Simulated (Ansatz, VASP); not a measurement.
## One calculation of Ni, two programs

```xyz
1
Lattice="0.0000 1.7136 1.7136 1.7136 0.0000 1.7136 1.7136 1.7136 0.0000" Properties=species:S:1:pos:R:3 pbc="T T T"
Ni    0.0000    0.0000    0.0000
```

Alike in both runs: functional LDA; k mesh 10 × 10 × 10; occupations gaussian, width 0.1 eV; collinear spin.

Ansatz relaxed the structure, and its values are those at the end. VASP's run is a single point on that final structure, the one shown.

|  | VASP | Ansatz |
| --- | --- | --- |
| version | VASP 6.6.1 | Ansatz 0.2.0 |
| potentials or method | VASP PAW LDA potentials, release 64 (Ni), cutoff 520 eV | scalar-relativistic, plane waves, PAW |
| valence electrons in the cell | 10 | 18 |

Ansatz gave:

- gap on the k mesh at the Fermi level (eV): none
- pressure (GPa): -0.2
- net moment per atom (μB): 0.69
- size of the moment on the site where the two differ most (μB): 0.71

**Question.** What did VASP give for the same quantities?

**Answer.** gap on the k mesh at the Fermi level (eV): none; pressure (GPa): -0.4; net moment per atom (μB): 0.65; size of the moment on the site where the two differ most (μB): 0.65.

LDA's correlation is that of Perdew and Zunger in VASP and of Perdew and Wang (1992) in Ansatz. Site moments also hang on the region over which each program counts them. A gap of «none» marks a metal or a gap that the smearing closes. VASP's potentials hold 10 valence electrons a cell and Ansatz's 18, so a difference there can come from the potentials and not from the codes.
